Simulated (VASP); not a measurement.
# AlRu (R-3m) in VASP: a series of runs

Runs on AlRu. Level: PBE. Tasks: single point.

All numbers are computed with VASP 6.6.1; they aren't measurements. Logs are shortened: lines on timing, memory, paths and dates and some standing lists are left out, and cuts for length are marked.

### 1 The cell of the first run

Symmetry: R-3m, No. 166, trigonal system. The conventional cell has a = 4.334 Å, b = 4.334 Å, c = 4.937 Å, α = 90.00°, β = 90.00°, γ = 120.00°. Al (site symmetry -3m) has 8 Ru at 2.47 to 2.63 Å and 6 Al at 3.00 Å within 3.3 Å. Within 3.3 Å of Ru (site symmetry -3m) lie 8 Al at 2.47 to 2.63 Å and 6 Ru at 3.00 Å.

### 2 Single point, PBE

File INCAR:

```
SYSTEM = AlRu
ALGO = Fast
EDIFF = 1E-6
ENCUT = 520
GGA = PE
ISIF = 2
ISMEAR = 0
LASPH = .TRUE.
LCHARG = .FALSE.
LREAL = .FALSE.
LWAVE = .FALSE.
NBANDS = 16
NELM = 60
PREC = Accurate
SIGMA = 0.15
```

File KPOINTS:

```
k-points
0
G
  18 18 18
  0 0 0
```

File POSCAR:

```
AlRu
1.0
    2.9933367248     -0.0715131641     -0.0715131641
   -0.0715131641      2.9933367248     -0.0715131641
   -0.0715131641     -0.0715131641      2.9933367248
Al Ru
1 1
Direct
    0.0000000000      0.0000000000      0.0000000000
    0.5000000000      0.5000000000      0.5000000000
```

Potentials or basis: VASP PAW PBE potentials, release 64 (Al, Ru_pv).

Started as:

```bash
$ cat potpaw_PBE.64/Al/POTCAR potpaw_PBE.64/Ru_pv/POTCAR > POTCAR
$ mpirun -np 1 vasp_std > vasp.out
```

OUTCAR:

```text
SYSTEM = AlRu
   EDIFF = 1E-6
   ENCUT = 520
   GGA = PE
   ISIF = 2
   ISMEAR = 0
   LASPH = .TRUE.
   LREAL = .FALSE.
   NELM = 60
   PREC = Accurate

 ion  position               nearest neighbor table
   1  0.000  0.000  0.000-   2 2.47   2 2.47   2 2.63   2 2.63   2 2.63   2 2.63   2 2.63   2 2.63

   2  0.500  0.500  0.500-   1 2.47   1 2.47   1 2.63   1 2.63   1 2.63   1 2.63   1 2.63   1 2.63

  LATTYP: Found a trigonal (rhomboedric) cell.
 ALAT       =     2.9950447431
 COS(alpha) =    -0.0471569688

  Lattice vectors:

 A1 = (   2.9933367248,  -0.0715131641,  -0.0715131641)
 A2 = (  -0.0715131641,   2.9933367248,  -0.0715131641)
 A3 = (  -0.0715131641,  -0.0715131641,   2.9933367248)

Analysis of symmetry for initial positions (statically):
=====================================================================
 Subroutine PRICEL returns:
 Original cell was already a primitive cell.

 Routine SETGRP: Setting up the symmetry group for a
 trigonal (rhombohedral) supercell.

 Subroutine GETGRP returns: Found 12 space group operations
 (whereof 12 operations were pure point group operations)
 out of a pool of 12 trial point group operations.

The static configuration has the point symmetry D_3d.

Analysis of symmetry for dynamics (positions and initial velocities):
=====================================================================
 Subroutine PRICEL returns:
 Original cell was already a primitive cell.

 Routine SETGRP: Setting up the symmetry group for a
 trigonal (rhombohedral) supercell.

 Subroutine GETGRP returns: Found 12 space group operations
 (whereof 12 operations were pure point group operations)
 out of a pool of 12 trial point group operations.

The dynamic configuration has the point symmetry D_3d.

 Subroutine INISYM returns: Found 12 space group operations
 (whereof 12 operations are pure point group operations),
 and found     1 'primitive' translations

----------------------------------------------------------------------------------------

                                     Primitive cell

  volume of cell :      26.7738

  direct lattice vectors                    reciprocal lattice vectors
     2.993336725 -0.071513164 -0.071513164     0.334466497  0.008186243  0.008186243
    -0.071513164  2.993336725 -0.071513164     0.008186243  0.334466497  0.008186243
    -0.071513164 -0.071513164  2.993336725     0.008186243  0.008186243  0.334466497

  length of vectors
     2.995044743  2.995044743  2.995044743     0.334666799  0.334666799  0.334666799

  position of ions in fractional coordinates (direct lattice)
     0.000000000  0.000000000  0.000000000
     0.500000000  0.500000000  0.500000000

  ion indices of the primitive-cell ions
   primitive index   ion index
                 1           1
                 2           2

----------------------------------------------------------------------------------------

 KPOINTS: k-points

Automatic generation of k-mesh.
 Grid dimensions read from file:
 generate k-points for:   18   18   18

 Generating k-lattice:

  Cartesian coordinates                     Fractional coordinates (reciprocal lattice)
     0.018581472  0.000454791  0.000454791     0.055555556  0.000000000  0.000000000
     0.000454791  0.018581472  0.000454791     0.000000000  0.055555556  0.000000000
     0.000454791  0.000454791  0.018581472     0.000000000  0.000000000  0.055555556

  Length of vectors
     0.018592600  0.018592600  0.018592600

  Shift w.r.t. Gamma in fractional coordinates (k-lattice)
     0.000000000  0.000000000  0.000000000

 Subroutine IBZKPT returns following result:
 ===========================================

 Found    580 irreducible k-points:

 Following reciprocal coordinates:
            Coordinates               Weight
  0.000000  0.000000  0.000000      1.000000
  0.055556 -0.000000  0.000000      6.000000
  0.111111 -0.000000  0.000000      6.000000
  0.166667 -0.000000 -0.000000      6.000000
  0.222222  0.000000  0.000000      6.000000
  0.277778  0.000000  0.000000      6.000000
[... 16 lines left out ...]
 -0.277778  0.055556 -0.000000     12.000000
 -0.222222  0.055556  0.000000     12.000000
 [... further k-points ...]
   k-points           NKPTS =    580   k-points in BZ     NKDIM =    580   number of bands    NBANDS=     16
   number of dos      NEDOS =    301   number of ions     NIONS =      2
   total plane-waves  NPLWV =  13824
   dimension x,y,z NGX =    24 NGY =   24 NGZ =   24
   dimension x,y,z NGXF=    48 NGYF=   48 NGZF=   48
   ions per type =               1   1
   NGX,Y,Z   is equivalent  to a cutoff of  13.32, 13.32, 13.32 a.u.
   NGXF,Y,Z  is equivalent  to a cutoff of  26.64, 26.64, 26.64 a.u.
 SYSTEM =  AlRu
   PREC   = accura    normal or accurate (medium, high low for compatibility)
   ISTART =      0    job   : 0-new  1-cont  2-samecut
   ICHARG =      2    charge: 1-file 2-atom 10-const
   ISPIN  =      1    spin polarized calculation?
   LNONCOLLINEAR =      F non collinear calculations
   LSORBIT =      F    spin-orbit coupling
   LASPH  =      T    aspherical Exc in radial PAW
   ENCUT  =  520.0 eV  38.22 Ry    6.18 a.u.   5.57  5.57  5.57*2*pi/ulx,y,z
   NELM   =     60;   NELMIN=  2; NELMDL= -5     # of ELM steps
   EDIFF  = 0.1E-05   stopping-criterion for ELM
   LREAL  =      F    real-space projection
   EDIFFG = 0.1E-04   stopping-criterion for IOM
   NSW    =      0    number of steps for IOM
   IBRION =     -1    ionic relax: 0-MD 1-quasi-New 2-CG
   NFREE  =      0    steps in history (QN), initial steepest desc. (CG)
   ISIF   =      2    stress and relaxation
   ISYM   =      2    0-nonsym 1-usesym 2-fastsym
   POTIM  = 0.5000    time-step for ionic-motion
   TEBEG  =    0.0;   TEEND  =   0.0 temperature during run
   PSTRESS=    0.0 pullay stress
   NELECT =      17.0000    total number of electrons
   NUPDOWN=      -1.0000    fix difference up-down
   EMIN   =  10.00;   EMAX   =-10.00  energy-range for DOS
   EFERMI =   0.00;   METHOD = LEGACY
   ISMEAR =     0;   SIGMA  =   0.15  broadening in eV -4-tet -1-fermi 0-gaus
   EFERMI_NEDOS =   21; number of points for ismear=-14 and -15
   IALGO  =     68    algorithm
   IMIX   =      4    mixing-type and parameters
     AMIX     =   0.40;   BMIX     =  1.00
     AMIX_MAG =   1.60;   BMIX_MAG =  1.00
  volume/ion in A,a.u.               =      13.39        90.34
  Fermi-wavevector in a.u.,A,eV,Ry     =   1.407087  2.659009 26.938090  1.979894
  Thomas-Fermi vector in A             =   2.529382
   LORBIT       =      0    0 simple, 1 ext, 2 COOP (PROOUT), +10 PAW based schemes
   GGA     = PE    functional components
   LHFCALC =     F    Hartree Fock is set to
   AEXX    =    0.0000 exact exchange contribution
   IVDW    =     0    specifies the selected vdW correction
   LEPSILON=     F    determine dielectric tensor
   LRPA    =     F    only Hartree local field effects (RPA)
 non-spin polarized calculation
 RMM-DIIS sequential band-by-band and
 Gauss-broadening in eV      SIGMA  =   0.15
  energy-cutoff  :      520.00
  volume of cell :       26.77
 maximum number of plane-waves:       738
   NGX = 11   NGY = 11   NGZ = 11

 number of electron      16.9999996 magnetization

 Free energy of the ion-electron system (eV)
  ---------------------------------------------------
  ext. energy  EPLUGINS =         0.00000000
  ---------------------------------------------------
  free energy    TOTEN  =       -14.18191017 eV

  energy without entropy =      -14.16492255  energy(sigma->0) =      -14.17341636

 E-fermi :  10.7139     XC(G=0): -12.5622

 val. band max:       10.7121849538   @ k =  -0.2222   0.1111  -0.0000
 cond. band min:      10.7144343478   @ k =  -0.1111  -0.3333   0.0556
 fundamental gap:      0.0022493940
 Fermi energy:        10.7138742720

 k-point     1 :       0.0000    0.0000    0.0000
  band No.  band energies     occupation
      1     -31.0758      2.00000
      2     -31.0378      2.00000
      3     -31.0378      2.00000
      4       1.0462      2.00000
      5       7.1636      2.00000
      6       7.1636      2.00000
[... 8 lines left out ...]
     15      22.8566      0.00000
     16      25.8621      0.00000

 k-point     2 :       0.0556   -0.0000    0.0000
  band No.  band energies     occupation
      1     -31.0777      2.00000
      2     -31.0417      2.00000
      3     -31.0373      2.00000
      4       1.1059      2.00000
      5       7.1842      2.00000
      6       7.1843      2.00000
[... 8 lines left out ...]
     15      22.8567      0.00000
     16      26.0413      0.00000

 k-point     3 :       0.1111   -0.0000    0.0000
  band No.  band energies     occupation
      1     -31.0867      2.00000
      2     -31.0494      2.00000
      3     -31.0358      2.00000
      4       1.2832      2.00000
      5       7.2357      2.00000
      6       7.2446      2.00000
[... 8 lines left out ...]
     15      22.8575      0.00000
     16      26.5942      0.00000

 k-point     4 :       0.1667   -0.0000   -0.0000
  band No.  band energies     occupation
      1     -31.1084      2.00000
      2     -31.0533      2.00000
      3     -31.0335      2.00000
      4       1.5733      2.00000
      5       7.2866      2.00000
      6       7.3394      2.00000
[... 8 lines left out ...]
     15      23.0361      0.00000
     16      27.4614      0.00000
[... 324 lines left out ...]
 k-point    22 :      -0.3333    0.0556   -0.0000
  band No.  band energies     occupation
      1     -31.2065      2.00000
      2     -31.0521      2.00000
      3     -31.0273      2.00000
      4       3.0419      2.00000
      5       6.8865      2.00000
      6       7.7604      2.00000
[... 8 lines left out ...]
     15      24.0328      0.00000
     16      24.9728      0.00000

 k-point    23 :      -0.2778    0.0556   -0.0000
  band No.  band energies     occupation
      1     -31.1734      2.00000
      2     -31.0543      2.00000
      3     -31.0301      2.00000
      4       2.4785      2.00000
      5       7.1934      2.00000
      6       7.6281      2.00000
[... 8 lines left out ...]
     15      23.8576      0.00000
     16      25.9177      0.00000

 k-point    24 :      -0.2222    0.0556    0.0000
  band No.  band energies     occupation
      1     -31.1386      2.00000
      2     -31.0562      2.00000
      3     -31.0331      2.00000
      4       1.9970      2.00000
      5       7.3230      2.00000
      6       7.4933      2.00000
[... 8 lines left out ...]
     15      23.5582      0.00000
     16      26.9100      0.00000

 [... further k-points ...]

------------------------ aborting loop because EDIFF is reached ----------------------------------------

  FORCE on cell =-STRESS in cart. coord.  units (eV):
  Direction    XX          YY          ZZ          XY          YZ          ZX
  --------------------------------------------------------------------------------------
  -------------------------------------------------------------------------------------
  Total        0.6141021      0.6141021      0.6141021      1.2339761      1.2339761      1.2339761
  in kB       36.7485834     36.7485834     36.7485834     73.8425642     73.8425642     73.8425642
  external PRESSURE =      36.7485834 kB  Pullay stress =       0.0000000 kB

 VOLUME and BASIS-vectors are now :
 -----------------------------------------------------------------------------
  energy-cutoff  :      520.00
  volume of cell :       26.77
      direct lattice vectors                 reciprocal lattice vectors
     2.993336725 -0.071513164 -0.071513164     0.334466497  0.008186243  0.008186243
    -0.071513164  2.993336725 -0.071513164     0.008186243  0.334466497  0.008186243
    -0.071513164 -0.071513164  2.993336725     0.008186243  0.008186243  0.334466497

 POSITION                                       TOTAL-FORCE (eV/Angst)
 -----------------------------------------------------------------------------------
      0.00000      0.00000      0.00000        -0.000000      0.000000     -0.000000
      1.42516      1.42516      1.42516         0.000000     -0.000000      0.000000
 -----------------------------------------------------------------------------------
    total drift:                                0.000000     -0.000000     -0.000000

  FREE ENERGIE OF THE ION-ELECTRON SYSTEM (eV)
  ---------------------------------------------------
  free  energy   TOTEN  =       -14.1819101665 eV

  energy  without entropy=      -14.1649225504  energy(sigma->0) =      -14.17341636
```

It took 3.2 min on 1 thread of Intel Xeon 8259CL, shared host; peak memory 0.34 GiB.

What came out:

* Free energy: -14.1819 eV
* Pressure: 3.7 GPa
* Band gap on the k mesh: zero (an odd number of electrons rules out a gap without spin polarisation)

Levels at points of the mesh, in eV from the Fermi level:
| k point | band 6 | band 7 | band 8 | band 9 | band 10 | band 11 | band 12 | band 13 |
| --- | --- | --- | --- | --- | --- | --- | --- | --- |
| (0.00, 0.00, 0.00) | -3.55 | -0.10 | 0.25 | 0.25 | 6.06 | 6.14 | 6.14 | 11.05 |
| (0.50, 0.00, 0.00) | -2.79 | -1.79 | -1.39 | 0.39 | 2.30 | 7.42 | 10.98 | 10.99 |
| (0.50, 0.50, 0.00) | -1.69 | -1.20 | -1.14 | -0.98 | 1.51 | 5.21 | 6.39 | 10.40 |
| (0.50, 0.50, 0.50) | -4.48 | 1.60 | 1.60 | 2.40 | 3.77 | 3.77 | 5.19 | 8.27 |

Caveat: the cell stands under pressure.

(Continued in part 2 of 2.)
